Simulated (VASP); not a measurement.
Here is a VASP 6.6.1 calculation.

File INCAR:

```
SYSTEM = C
ALGO = Normal
EDIFF = 1E-6
ENCUT = 520
GGA = PS
ISIF = 2
ISMEAR = -1
LASPH = .TRUE.
LCHARG = .FALSE.
LREAL = .FALSE.
LWAVE = .FALSE.
NBANDS = 26
NELM = 80
PREC = Accurate
SIGMA = 0.1
```

File KPOINTS:

```
k-points
0
G
  9 9 9
  0 0 0
```

Contents of POSCAR:

```
C
1.0
    3.8178245176      0.0000000000      0.0000000000
    0.0000000000      3.8178245176      0.0000000000
    0.0000000000      0.0000000000      3.8178245176
C
8
Direct
    0.0000000000      0.0000000000      0.0000000000
    0.5000000000      0.5000000000      0.5000000000
    0.2500000000      1.0000000000      0.5000000000
    0.7500000000      0.0000000000      0.5000000000
    0.5000000000      0.2500000000      0.0000000000
    0.5000000000      0.7500000000      1.0000000000
    1.0000000000      0.5000000000      0.2500000000
    1.0000000000      0.5000000000      0.7500000000
```

Potentials or basis: VASP PAW PBE potentials, release 64 (C).

The run is started by

```bash
$ cat potpaw_PBE.64/C/POTCAR > POTCAR
$ mpirun -np 1 vasp_std > vasp.out
```

(1) Predict the pressure.

(2) Predict the band gap on the k mesh.

## Answers

(1) 0.4 GPa.

(2) zero (bands 16 and 17 overlap by 2.70 eV).

Caveat: the PAW data sets were made with another functional, which shifts forces and pressure a little.
